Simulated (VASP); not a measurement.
Wanted: the native input for a VASP 6.6.1 run.

- Task: single point
- Functional: PBE
- Potentials or basis: VASP PAW PBE potentials, release 64 (Ba_sv, Zr_sv, O)
- Cutoff: 520 eV
- k mesh: 6 × 6 × 6
- Occupations: gaussian, width 0.02 eV
- Spin: no spin polarisation
- Dipole correction: no
- Further INCAR settings: ALGO = Normal; EDIFF = 1e-07; NBANDS = 28

The structure of BaZrO3 lies in POSCAR:

```
BaZrO3
1.0
    4.2268117967      0.0000000000      0.0000000000
    0.0000000000      4.2268117967      0.0000000000
    0.0000000000      0.0000000000      4.2268117967
Ba Zr O
1 1 3
Direct
    0.0000000000      0.0000000000      0.0000000000
    0.5000000000      0.5000000000      0.5000000000
    0.5000000000      0.0000000000      0.5000000000
    0.5000000000      0.5000000000      0.0000000000
    0.0000000000      0.5000000000      0.5000000000
```

The input as run:

INCAR

```
SYSTEM = BaZrO3
PREC     = Accurate       ! precision mode
ENCUT    = 520            ! plane-wave cutoff, eV
EDIFF    = 1E-7           ! SCF threshold, eV
ISMEAR   = 0              ! smearing method
SIGMA    = 0.02           ! smearing width, eV
LREAL    = .False.        ! projectors in reciprocal space
LASPH    = .True.         ! aspherical terms in the spheres
NELM     = 60             ! most SCF steps
ALGO     = Normal         ! electronic algorithm
ISIF     = 2              ! what is computed and relaxed
LWAVE    = .False.        ! write WAVECAR
LCHARG   = .False.        ! write CHGCAR
GGA      = PE             ! functional
NBANDS   = 28             ! bands
```

KPOINTS

```
regular mesh
0
Gamma
  6 6 6
  0 0 0
```

Potentials or basis: VASP PAW PBE potentials, release 64 (Ba_sv, Zr_sv, O).

Run with:

```sh
$ cat potpaw_PBE.64/Ba_sv/POTCAR potpaw_PBE.64/Zr_sv/POTCAR potpaw_PBE.64/O/POTCAR > POTCAR
$ mpirun -np 1 vasp_std > vasp.out
```

Results of the run:

| Quantity | Value |
| --- | --- |
| Pressure | 1.0 GPa |
| Band gap on the k mesh | 3.13 eV, indirect (least direct gap 3.38 eV) |

Caveat: spin-orbit coupling is left out, which moves the levels of the heavy elements.

It took 31 s on 1 thread of Intel(R) Xeon(R) Platinum 8488C (Sapphire Rapids) (shared host), peak memory 0.2 GiB.
